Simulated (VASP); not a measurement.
# BaZrO3 (Pm-3m) in VASP: notebook

BaZrO3 is run at these levels: PBE; tasks: single point, relaxation of cell and atoms.

All numbers are computed with VASP 6.6.1; they aren't measurements. Logs are shortened: lines on timing, memory, paths and dates and some standing lists are left out, and cuts for length are marked.

**1. The cell of the first run**

The structure is cubic, space group Pm-3m (No. 221). Conventional cell: a = 4.227 Å, b = 4.227 Å, c = 4.227 Å, α = 90.00°, β = 90.00°, γ = 90.00°. Ba (site symmetry m-3m) has 12 O at 2.99 Å and 8 Zr at 3.66 Å within 3.9 Å. Zr (site symmetry m-3m) has 6 O at 2.11 Å within 2.8 Å. O (site symmetry 4/mmm) has 2 Zr at 2.11 Å within 2.8 Å.

**2. Single point, PBE**

INCAR reads:

```
SYSTEM = BaZrO3
PREC = Accurate
ENCUT = 520
EDIFF = 1E-6
ISMEAR = 0
SIGMA = 0.01
LREAL = .FALSE.
LASPH = .TRUE.
NELM = 80
ALGO = Normal
ISIF = 2
LWAVE = .FALSE.
LCHARG = .FALSE.
GGA = PE
NBANDS = 28
```

KPOINTS reads:

```
regular mesh
0
G
  5 5 5
  0 0 0
```

POSCAR reads:

```
BaZrO3
1.0
    4.2271876532      0.0000000000      0.0000000000
    0.0000000000      4.2271876532      0.0000000000
    0.0000000000      0.0000000000      4.2271876532
Ba Zr O
1 1 3
Direct
    0.0000000000      0.0000000000      0.0000000000
    0.5000000000      0.5000000000      0.5000000000
    0.0000000000      0.5000000000      0.5000000000
    0.5000000000      0.0000000000      0.5000000000
    0.5000000000      0.5000000000      0.0000000000
```

Potentials or basis: VASP PAW PBE potentials, release 64 (Ba_sv, Zr_sv, O).

On the command line:

```sh
cat potpaw_PBE.64/Ba_sv/POTCAR potpaw_PBE.64/Zr_sv/POTCAR potpaw_PBE.64/O/POTCAR > POTCAR
mpirun -np 1 vasp_std > vasp.out
```

OUTCAR:

```text
SYSTEM = BaZrO3
   PREC = Accurate
   ENCUT = 520
   EDIFF = 1E-6
   ISMEAR = 0
   LREAL = .FALSE.
   LASPH = .TRUE.
   NELM = 80
   ISIF = 2
   GGA = PE

 ion  position               nearest neighbor table
   1  0.000  0.000  0.000-   3 2.99   4 2.99   5 2.99   3 2.99   4 2.99   3 2.99   5 2.99   3 2.99
                             4 2.99   5 2.99   4 2.99   5 2.99   2 3.66   2 3.66   2 3.66   2 3.66
   2  0.500  0.500  0.500-   3 2.11   4 2.11   5 2.11   5 2.11   4 2.11   3 2.11   1 3.66   1 3.66
                             1 3.66   1 3.66   1 3.66   1 3.66   1 3.66   1 3.66
   3  0.000  0.500  0.500-   2 2.11   2 2.11   1 2.99   1 2.99   1 2.99   1 2.99
   4  0.500  0.000  0.500-   2 2.11   2 2.11   1 2.99   1 2.99   1 2.99   1 2.99
   5  0.500  0.500  0.000-   2 2.11   2 2.11   1 2.99   1 2.99   1 2.99   1 2.99

  LATTYP: Found a simple cubic cell.
 ALAT       =     4.2271876532

  Lattice vectors:

 A1 = (   4.2271876532,   0.0000000000,   0.0000000000)
 A2 = (   0.0000000000,   4.2271876532,   0.0000000000)
 A3 = (   0.0000000000,   0.0000000000,   4.2271876532)

Analysis of symmetry for initial positions (statically):
=====================================================================
 Subroutine PRICEL returns:
 Original cell was already a primitive cell.

 Routine SETGRP: Setting up the symmetry group for a
 simple cubic supercell.

 Subroutine GETGRP returns: Found 48 space group operations
 (whereof 48 operations were pure point group operations)
 out of a pool of 48 trial point group operations.

The static configuration has the point symmetry O_h .

Analysis of symmetry for dynamics (positions and initial velocities):
=====================================================================
 Subroutine PRICEL returns:
 Original cell was already a primitive cell.

 Routine SETGRP: Setting up the symmetry group for a
 simple cubic supercell.

 Subroutine GETGRP returns: Found 48 space group operations
 (whereof 48 operations were pure point group operations)
 out of a pool of 48 trial point group operations.

The dynamic configuration has the point symmetry O_h .

 Subroutine INISYM returns: Found 48 space group operations
 (whereof 48 operations are pure point group operations),
 and found     1 'primitive' translations

----------------------------------------------------------------------------------------

                                     Primitive cell

  volume of cell :      75.5361

  direct lattice vectors                    reciprocal lattice vectors
     4.227187653  0.000000000  0.000000000     0.236563901  0.000000000  0.000000000
     0.000000000  4.227187653  0.000000000     0.000000000  0.236563901  0.000000000
     0.000000000  0.000000000  4.227187653     0.000000000  0.000000000  0.236563901

  length of vectors
     4.227187653  4.227187653  4.227187653     0.236563901  0.236563901  0.236563901

  position of ions in fractional coordinates (direct lattice)
     0.000000000  0.000000000  0.000000000
     0.500000000  0.500000000  0.500000000
     0.000000000  0.500000000  0.500000000
     0.500000000  0.000000000  0.500000000
     0.500000000  0.500000000  0.000000000

  ion indices of the primitive-cell ions
   primitive index   ion index
                 1           1
                 2           2
                 3           3
                 4           4
                 5           5

----------------------------------------------------------------------------------------

 KPOINTS: regular mesh

Automatic generation of k-mesh.
 Grid dimensions read from file:
 generate k-points for:    5    5    5

 Generating k-lattice:

  Cartesian coordinates                     Fractional coordinates (reciprocal lattice)
     0.047312780  0.000000000  0.000000000     0.200000000  0.000000000  0.000000000
     0.000000000  0.047312780  0.000000000     0.000000000  0.200000000  0.000000000
     0.000000000  0.000000000  0.047312780     0.000000000  0.000000000  0.200000000

  Length of vectors
     0.047312780  0.047312780  0.047312780

  Shift w.r.t. Gamma in fractional coordinates (k-lattice)
     0.000000000  0.000000000  0.000000000

 Subroutine IBZKPT returns following result:
 ===========================================

 Found     10 irreducible k-points:

 Following reciprocal coordinates:
            Coordinates               Weight
  0.000000  0.000000  0.000000      1.000000
  0.200000  0.000000  0.000000      6.000000
  0.400000  0.000000  0.000000      6.000000
  0.200000  0.200000  0.000000     12.000000
  0.400000  0.200000  0.000000     24.000000
  0.400000  0.400000  0.000000     12.000000
  0.200000  0.200000  0.200000      8.000000
  0.400000  0.200000  0.200000     24.000000
  0.400000  0.400000  0.200000     24.000000
  0.400000  0.400000  0.400000      8.000000
   k-points           NKPTS =     10   k-points in BZ     NKDIM =     10   number of bands    NBANDS=     28
   number of dos      NEDOS =    301   number of ions     NIONS =      5
   total plane-waves  NPLWV =  32768
   dimension x,y,z NGX =    32 NGY =   32 NGZ =   32
   dimension x,y,z NGXF=    64 NGYF=   64 NGZF=   64
   ions per type =               1   1   3
   NGX,Y,Z   is equivalent  to a cutoff of  12.58, 12.58, 12.58 a.u.
   NGXF,Y,Z  is equivalent  to a cutoff of  25.17, 25.17, 25.17 a.u.
 SYSTEM =  BaZrO3
   PREC   = accura    normal or accurate (medium, high low for compatibility)
   ISTART =      0    job   : 0-new  1-cont  2-samecut
   ICHARG =      2    charge: 1-file 2-atom 10-const
   ISPIN  =      1    spin polarized calculation?
   LNONCOLLINEAR =      F non collinear calculations
   LSORBIT =      F    spin-orbit coupling
   LASPH  =      T    aspherical Exc in radial PAW
   ENCUT  =  520.0 eV  38.22 Ry    6.18 a.u.   7.86  7.86  7.86*2*pi/ulx,y,z
   NELM   =     80;   NELMIN=  2; NELMDL= -5     # of ELM steps
   EDIFF  = 0.1E-05   stopping-criterion for ELM
   LREAL  =      F    real-space projection
   EDIFFG = 0.1E-04   stopping-criterion for IOM
   NSW    =      0    number of steps for IOM
   IBRION =     -1    ionic relax: 0-MD 1-quasi-New 2-CG
   NFREE  =      0    steps in history (QN), initial steepest desc. (CG)
   ISIF   =      2    stress and relaxation
   ISYM   =      2    0-nonsym 1-usesym 2-fastsym
   POTIM  = 0.5000    time-step for ionic-motion
   TEBEG  =    0.0;   TEEND  =   0.0 temperature during run
   PSTRESS=    0.0 pullay stress
   NELECT =      40.0000    total number of electrons
   NUPDOWN=      -1.0000    fix difference up-down
   EMIN   =  10.00;   EMAX   =-10.00  energy-range for DOS
   EFERMI =   0.00;   METHOD = LEGACY
   ISMEAR =     0;   SIGMA  =   0.01  broadening in eV -4-tet -1-fermi 0-gaus
   EFERMI_NEDOS =   21; number of points for ismear=-14 and -15
   IALGO  =     38    algorithm
   IMIX   =      4    mixing-type and parameters
     AMIX     =   0.40;   BMIX     =  1.00
     AMIX_MAG =   1.60;   BMIX_MAG =  1.00
  volume/ion in A,a.u.               =      15.11       101.95
  Fermi-wavevector in a.u.,A,eV,Ry     =   1.324474  2.502892 23.867752  1.754230
  Thomas-Fermi vector in A             =   2.454006
   LORBIT       =      0    0 simple, 1 ext, 2 COOP (PROOUT), +10 PAW based schemes
   GGA     = PE    functional components
   LHFCALC =     F    Hartree Fock is set to
   AEXX    =    0.0000 exact exchange contribution
   IVDW    =     0    specifies the selected vdW correction
   LEPSILON=     F    determine dielectric tensor
   LRPA    =     F    only Hartree local field effects (RPA)
 non-spin polarized calculation
 Gauss-broadening in eV      SIGMA  =   0.01
  energy-cutoff  :      520.00
  volume of cell :       75.54
 maximum number of plane-waves:      2052
 NGX is ok and might be reduce to    32
   NGX = 15   NGY = 15   NGZ = 15

 number of electron      39.9999986 magnetization

 Free energy of the ion-electron system (eV)
  ---------------------------------------------------
  ext. energy  EPLUGINS =         0.00000000
  ---------------------------------------------------
  free energy    TOTEN  =       -41.72209681 eV

  energy without entropy =      -41.72209681  energy(sigma->0) =      -41.72209681

 E-fermi :   3.5920     XC(G=0): -10.6427

 val. band max:        3.5090340750   @ k =   0.4000   0.4000   0.4000
 cond. band min:       6.7405741220   @ k =   0.0000   0.0000   0.0000
 fundamental gap:      3.2315400469
 Fermi energy:         3.5920175667

 k-point     1 :       0.0000    0.0000    0.0000
  band No.  band energies     occupation
      1     -43.5714      2.00000
      2     -21.7865      2.00000
      3     -21.6984      2.00000
      4     -21.6984      2.00000
      5     -21.6984      2.00000
      6     -12.7178      2.00000
[... 20 lines left out ...]
     27      10.7874      0.00000
     28      10.7874      0.00000

 k-point     2 :       0.2000    0.0000    0.0000
  band No.  band energies     occupation
      1     -43.5704      2.00000
      2     -21.8955      2.00000
      3     -21.6963      2.00000
      4     -21.6963      2.00000
      5     -21.6483      2.00000
      6     -12.7302      2.00000
[... 20 lines left out ...]
     27      10.7876      0.00000
     28      11.5425      0.00000

 k-point     3 :       0.4000    0.0000    0.0000
  band No.  band energies     occupation
      1     -43.5688      2.00000
      2     -22.0277      2.00000
      3     -21.6930      2.00000
      4     -21.6930      2.00000
      5     -21.6063      2.00000
      6     -12.8385      2.00000
[... 20 lines left out ...]
     27      10.9232      0.00000
     28      11.7406      0.00000

 k-point     4 :       0.2000    0.2000    0.0000
  band No.  band energies     occupation
      1     -43.5694      2.00000
      2     -21.9054      2.00000
      3     -21.7745      2.00000
      4     -21.6943      2.00000
      5     -21.6210      2.00000
      6     -12.6588      2.00000
[... 144 lines left out ...]
     27      11.2997      0.00000
     28      11.9291      0.00000

 k-point     9 :       0.4000    0.4000    0.2000
  band No.  band energies     occupation
      1     -43.5652      2.00000
      2     -21.9132      2.00000
      3     -21.8903      2.00000
      4     -21.7670      2.00000
      5     -21.6753      2.00000
      6     -12.2588      2.00000
[... 20 lines left out ...]
     27      11.3926      0.00000
     28      12.3868      0.00000

 k-point    10 :       0.4000    0.4000    0.4000
  band No.  band energies     occupation
      1     -43.5636      2.00000
      2     -21.8918      2.00000
      3     -21.8858      2.00000
      4     -21.8858      2.00000
      5     -21.6766      2.00000
      6     -11.7434      2.00000
[... 20 lines left out ...]
     27      12.2286      0.00000
     28      12.2286      0.00000

------------------------ aborting loop because EDIFF is reached ----------------------------------------

  FORCE on cell =-STRESS in cart. coord.  units (eV):
  Direction    XX          YY          ZZ          XY          YZ          ZX
  --------------------------------------------------------------------------------------
  -------------------------------------------------------------------------------------
  Total        0.4443295      0.4443295      0.4443295      0.0000000     -0.0000000      0.0000000
  in kB        9.4245605      9.4245605      9.4245605      0.0000000     -0.0000000      0.0000000
  external PRESSURE =       9.4245605 kB  Pullay stress =       0.0000000 kB

 VOLUME and BASIS-vectors are now :
 -----------------------------------------------------------------------------
  energy-cutoff  :      520.00
  volume of cell :       75.54
      direct lattice vectors                 reciprocal lattice vectors
     4.227187653  0.000000000  0.000000000     0.236563901  0.000000000  0.000000000
     0.000000000  4.227187653  0.000000000     0.000000000  0.236563901  0.000000000
     0.000000000  0.000000000  4.227187653     0.000000000  0.000000000  0.236563901

 POSITION                                       TOTAL-FORCE (eV/Angst)
 -----------------------------------------------------------------------------------
      0.00000      0.00000      0.00000         0.000000      0.000000      0.000000
      2.11359      2.11359      2.11359         0.000000      0.000000      0.000000
      0.00000      2.11359      2.11359         0.000000      0.000000      0.000000
      2.11359      0.00000      2.11359         0.000000      0.000000      0.000000
      2.11359      2.11359      0.00000         0.000000      0.000000      0.000000
 -----------------------------------------------------------------------------------
    total drift:                                0.000000     -0.000000     -0.000000

  FREE ENERGIE OF THE ION-ELECTRON SYSTEM (eV)
  ---------------------------------------------------
  free  energy   TOTEN  =       -41.7220968124 eV

  energy  without entropy=      -41.7220968124  energy(sigma->0) =      -41.72209681
```

Wall time 31 s (1 thread of Intel Xeon 8259CL, shared host); peak memory 0.18 GiB.

What came out:

```
Free energy            : -41.7221 eV
Pressure               : 0.9 GPa
Band gap on the k mesh : 3.23 eV (least direct gap 3.38 eV)
```

Caveat: spin-orbit coupling is left out, which moves the levels of the heavy elements; an odd mesh through Γ misses points on the zone boundary, where band edges can lie.

**3. Relaxation of cell and atoms, PBE**

This run uses another cell than the first one, of 14.73 Å³/atom.

INCAR reads:

```
PREC = Accurate
ENCUT = 600
EDIFF = 1E-7
ISMEAR = 0
SIGMA = 0.01
LREAL = False
LASPH = True
NELM = 100
ALGO = Normal
ISIF = 3
LWAVE = False
LCHARG = False
GGA = PE
IBRION = 2
NSW = 50
EDIFFG = -0.01
```

KPOINTS reads:

```
regular mesh
0
Gamma
  5 5 5
```

Edit POSCAR of step 2 so:

```diff
@@ -2,5 +2,5 @@
 1.0
-    4.2271876532      0.0000000000      0.0000000000
-    0.0000000000      4.2271876532      0.0000000000
-    0.0000000000      0.0000000000      4.2271876532
+    4.1913400000      0.0000000000      0.0000000000
+    0.0000000000      4.1913400000      0.0000000000
+    0.0000000000      0.0000000000      4.1913400000
 Ba Zr O
```

Potentials or basis: VASP PAW PBE potentials, release 64 (Ba_sv, Zr_sv, O).

On the command line:

```sh
cat potpaw_PBE.64/Ba_sv/POTCAR potpaw_PBE.64/Zr_sv/POTCAR potpaw_PBE.64/O/POTCAR > POTCAR
mpirun -np 1 vasp_std > vasp.out
```

Wall time 1.7 min (1 thread of Intel Xeon 8259CL, shared host); peak memory 0.23 GiB.

Results (log left out):

- Free energy: -41.7271 eV
- Relaxed volume: 15.19 Å³/atom
- Relaxed cell: a = 4.235 Å, b = 4.235 Å, c = 4.235 Å, α = 90.00°, β = 90.00°, γ = 90.00°
- Space group after relaxing (to 0.1 Å): Pm-3m (No. 221)
- Energy gained by relaxing: 6.9 meV/atom
- Ionic steps: 3
- Pressure after relaxing: 0.0 GPa
- Band gap on the k mesh: 3.22 eV (least direct gap 3.38 eV)

The path:
| step | energy change (eV) | largest force (eV/Å) | pressure (GPa) | volume (Å³) |
| --- | --- | --- | --- | --- |
| 1 | 0.0000 | 0.0000 | 4.95 | 73.63 |
| 2 | 0.0053 | 0.0000 | -4.71 | 78.58 |
| 3 | -0.0347 | 0.0000 | -0.02 | 75.96 |

Final structure:
```xyz
5
Lattice="4.2351 0.0000 0.0000 0.0000 4.2351 0.0000 0.0000 0.0000 4.2351" Properties=species:S:1:pos:R:3 pbc="T T T"
Ba    0.0000    0.0000    0.0000
Zr    2.1175    2.1175    2.1175
O     0.0000    2.1175    2.1175
O     2.1175    0.0000    2.1175
O     2.1175    2.1175    0.0000
```

Levels at points of the mesh, in eV from the valence-band top:
| k point | band 16 | band 17 | band 18 | band 19 | band 20 | band 21 | band 22 | band 23 | band 24 |
| --- | --- | --- | --- | --- | --- | --- | --- | --- | --- |
| (0.00, 0.00, 0.00) | -0.84 | -0.84 | -0.16 | -0.16 | -0.16 | 3.22 | 3.22 | 3.22 | 4.71 |

Caveat: spin-orbit coupling is left out, which moves the levels of the heavy elements; an odd mesh through Γ misses points on the zone boundary, where band edges can lie. A hybrid or GW would open this gap; PBE tends to underestimate it.
